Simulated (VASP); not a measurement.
Input of a VASP 6.6.1 run:

Contents of INCAR:

```
PREC = Accurate
ENCUT = 520
EDIFF = 1E-7
ISMEAR = -1
SIGMA = 0.05
LREAL = F
LASPH = T
NELM = 150
ALGO = Normal
ISIF = 2
LWAVE = F
LCHARG = T
ISPIN = 2
MAGMOM = 7
LORBIT = 11
LMAXMIX = 6
GGA = CA
LELF = T
LVHAR = T
NBANDS = 18
```

Contents of KPOINTS:

```
Automatic mesh
0
Gamma
  8 8 8
```

File POSCAR:

```
Eu
1.0
   -2.2875431584      2.2875431584      2.2875431584
    2.2875431584     -2.2875431584      2.2875431584
    2.2875431584      2.2875431584     -2.2875431584
Eu
1
Direct
    0.0000000000      0.0000000000      0.0000000000
```

Potentials or basis: VASP PAW PBE potentials, release 64 (Eu).

The run is started by

```sh
$ cat potpaw_PBE.64/Eu/POTCAR > POTCAR
$ mpirun -np 1 vasp_std > vasp.out
```

(1) What does it give for the site moments?

(2) Estimate the net moment.

(3) Estimate the pressure.

## Answers

(1) Eu +6.70 μB.

(2) 7.23 μB per cell.

(3) -3.8 GPa.

Caveat: the PAW data sets were made with another functional, which shifts forces and pressure a little.
